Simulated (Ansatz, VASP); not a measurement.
# AlN in VASP and in Ansatz

```xyz
2
Lattice="0.0195 2.1826 2.1826 2.1826 0.0195 2.1826 2.1826 2.1826 0.0195" Properties=species:S:1:pos:R:3 pbc="T T T"
Al    0.0027    0.0027    0.0027
N     1.0935    1.0935    1.0935
```

Change from the starting cell: epitaxial_111 strain -1.0%.

Alike in both runs: task single point; functional r2SCAN; k mesh 10 × 10 × 10; no spin polarisation.

|  | VASP | Ansatz |
| --- | --- | --- |
| version | VASP 6.6.1 | Ansatz 0.2.0 |
| potentials or method | VASP PAW PBE potentials, release 64 (Al, N) | plane waves, PAW |
| plane-wave cutoff (eV) | 520 | 500 |
| occupations | gaussian, width 0.01 eV | fixed |
| valence electrons in the cell | 8 | 8 |

|  | VASP | Ansatz | Ansatz less VASP |
| --- | --- | --- | --- |
| gap on the k mesh at the Fermi level (eV) | 3.90 | 3.91 | +0.008 |
| pressure (GPa) | 3.2 | 3.6 | +0.39 |
| traceless stress, the component that is largest in VASP (GPa) | -1.84 | -1.82 | +0.019 |

VASP's potentials were made for PBE, not for r2SCAN.
